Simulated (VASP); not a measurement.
Input of a VASP 6.6.1 run:

The input INCAR:

```
SYSTEM = HfN
  PREC = Accurate
  ENCUT = 520
  EDIFF = 1E-7
  ISMEAR = 0
  SIGMA = 0.1
  LREAL = .False.
  LASPH = .True.
  NELM = 80
  ALGO = Normal
  ISIF = 2
  LWAVE = .False.
  LCHARG = .True.
  GGA = PS
  LELF = .True.
  LVHAR = .True.
  NBANDS = 14
```

KPOINTS

```
Automatic mesh
0
Gamma
  16 16 16
  0 0 0
```

POSCAR

```
HfN
1.0
    0.0000000000      2.2508648575      2.2508648575
    2.2508648575      0.0000000000      2.2508648575
    2.2508648575      2.2508648575      0.0000000000
Hf N
1 1
Direct
    0.0000000000      0.0000000000      0.0000000000
    0.5000000000      0.5000000000      0.5000000000
```

Potentials or basis: VASP PAW PBE potentials, release 64 (Hf_pv, N).

Command:

```sh
$ cat potpaw_PBE.64/Hf_pv/POTCAR potpaw_PBE.64/N/POTCAR > POTCAR
$ mpirun -np 1 vasp_std > vasp.out
```

(1) What does it give for the band gap on the k mesh?

(2) Estimate the pressure.

Results:

(1) zero (an odd number of electrons rules out a gap without spin polarisation).

(2) -2.2 GPa.

Caveat: the PAW data sets were made with another functional, which shifts forces and pressure a little; spin-orbit coupling is left out, which moves the levels of the heavy elements.
